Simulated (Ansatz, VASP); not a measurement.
# NaCaI3 in VASP and in Ansatz

INCAR

```
SYSTEM = NaCaI3
  PREC = Accurate
  ENCUT = 520
  EDIFF = 1E-6
  ISMEAR = -1
  SIGMA = 0.02
  LREAL = .False.
  LASPH = .True.
  NELM = 80
  ALGO = Normal
  ISIF = 2
  LWAVE = .False.
  LCHARG = .False.
  GGA = PE
  NBANDS = 27
```

KPOINTS

```
regular mesh
0
Gamma
  4 4 4
  0 0 0
```

The input POSCAR:

```
NaCaI3
1.0
    6.3096746573      0.0000000000      0.0000000000
    0.0000000000      6.3096746573      0.0000000000
    0.0000000000      0.0000000000      6.0638489471
Na Ca I
1 1 3
Direct
    0.0000000000      0.0000000000      0.0000000000
    0.5000000000      0.5000000000      0.5000000000
    0.5000000000      0.5000000000      0.0000000000
    0.5000000000      0.0000000000      0.5000000000
    0.0000000000      0.5000000000      0.5000000000
```

Input for Ansatz:

```yaml
crystal:
  lattice:
    - [6.3096746573, 0.0, 0.0]
    - [0.0, 6.3096746573, 0.0]
    - [0.0, 0.0, 6.0638489471]
  atoms:
    - { symbol: Na, position: [0.0, 0.0, 0.0] }
    - { symbol: Ca, position: [0.5, 0.5, 0.5] }
    - { symbol: I, position: [0.5, 0.5, 0.0] }
    - { symbol: I, position: [0.5, 0.0, 0.5] }
    - { symbol: I, position: [0.0, 0.5, 0.5] }
kpoints:
  mp_grid: { grid: [4, 4, 4] }
  band_path:
    path: [[0.0, 0.0, 0.0], [0.0, 0.5, 0.0], [0.5, 0.5, 0.0], [0.5, 0.5, 0.5]]
    npoints: 1
hamiltonian:
  xc: pbe
scf:
  occupations: { method: fermi_dirac, width: 0.02 }
  n_extra_bands: 5
output:
  forces: true
  stress: true
  eigenvalues: true
```

Change from the starting cell: epitaxial_xy strain +3.0%.

Alike in both runs: task single point; functional PBE; k mesh 4 × 4 × 4; occupations fermi-dirac, width 0.02 eV; no spin polarisation.

|  | VASP | Ansatz |
| --- | --- | --- |
| version | VASP 6.6.1 | Ansatz 0.2.0 |
| potentials or method | VASP PAW PBE potentials, release 64 (Na_pv, Ca_sv, I) | plane waves, PAW |
| plane-wave cutoff (eV) | 520 | 420 |
| valence electrons in the cell | 38 | 70 |

|  | VASP | Ansatz | Ansatz less VASP |
| --- | --- | --- | --- |
| gap on the k mesh at the Fermi level (eV) | 2.39 | 2.39 | +0.002 |
| pressure (GPa) | -0.5 | -0.5 | -0.03 |
| traceless stress, the component that is largest in VASP (GPa) | 0.65 | 0.64 | -0.009 |

VASP's potentials hold 38 valence electrons a cell and Ansatz's 70, so a difference there can come from the potentials and not from the codes.

Neither program's run includes spin-orbit coupling.
